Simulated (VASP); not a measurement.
Runs of VASP 6.6.1 on Ir. The structure is that of space group Fm-3m (No. 225), or close to it. The cells are those of the table. 

| cell | gap on the mesh (eV) | pressure (GPa) |
| --- | --- | --- |
| a = 2.416 Å, angles 60.0°, 1 atom | none | 306.5 |
| a = 2.502 Å, angles 60.0°, 1 atom | none | 163.5 |
| a = 2.583 Å, angles 60.0°, 1 atom | none | 75.8 |
| a = 2.323 Å, angles 60.0°, 1 atom | none | (a) |

Alike in all rows: task single point; level LDA; potentials or basis VASP PAW LDA potentials, release 64 (Ir); no spin polarisation; k mesh 19 × 19 × 19; cutoff (eV) 520; smearing fermi-dirac 0.08 eV.

Question: Estimate the missing entries.

Answer: (a) 543.8.

Caveats: spin-orbit coupling is left out, which moves the levels of the heavy elements.

A k mesh can miss the band edges, and the runs leave out spin-orbit coupling on Ir.

A gap of «none» marks levels without a gap at the run's occupations.
